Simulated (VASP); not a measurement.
Write the native input for VASP 6.6.1 that does the following.

* Task: single point
* Functional: LDA
* Potentials or basis: VASP PAW LDA potentials, release 64 (Pt, S)
* Cutoff: 520 eV
* k mesh: 10 × 10 × 6
* Occupations: gaussian, width 0.025 eV
* Spin: no spin polarisation
* Dipole correction: no
* Further INCAR settings: ALGO = Normal; EDIFF = 1e-06; NBANDS = 18

The structure of PtS2 lies in POSCAR:

```
PtS2
1.0
    3.5618349500      0.0000000000      0.0000000000
   -1.7809174750      3.0846395508      0.0000000000
    0.0000000000      0.0000000000      4.5341745065
Pt S
1 2
Direct
    0.0000000000      0.0000000000      0.0000000000
    0.3333333333      0.6666666667      0.2619002982
    0.6666666667      0.3333333333      0.7380997018
```

One way to write it, as run:

INCAR

```
SYSTEM = PtS2
PREC = Accurate
ENCUT = 520
EDIFF = 1E-6
ISMEAR = 0
SIGMA = 0.025
LREAL = .False.
LASPH = .True.
NELM = 60
ALGO = Normal
ISIF = 2
LWAVE = .False.
LCHARG = .False.
GGA = CA
NBANDS = 18
```

KPOINTS

```
regular mesh
0
Gamma
  10 10 6
  0 0 0
```

Potentials or basis: VASP PAW LDA potentials, release 64 (Pt, S).

Run with:

```console
$ cat potpaw_LDA.64/Pt/POTCAR potpaw_LDA.64/S/POTCAR > POTCAR
$ mpirun -np 1 vasp_std > vasp.out
```

It gave:

| Quantity | Value |
| --- | --- |
| Pressure | 0.0 GPa |
| Band gap on the k mesh | zero (band 11 reaches 8.61 eV, above the bottom of band 12 at 8.48 eV) |

Caveat: spin-orbit coupling is left out, which moves the levels of the heavy elements.

Wall time 45 s on 1 thread of AMD EPYC 7R43 64-Core Processor (Zen 3), with other jobs on the host, peak memory 0.16 GiB.
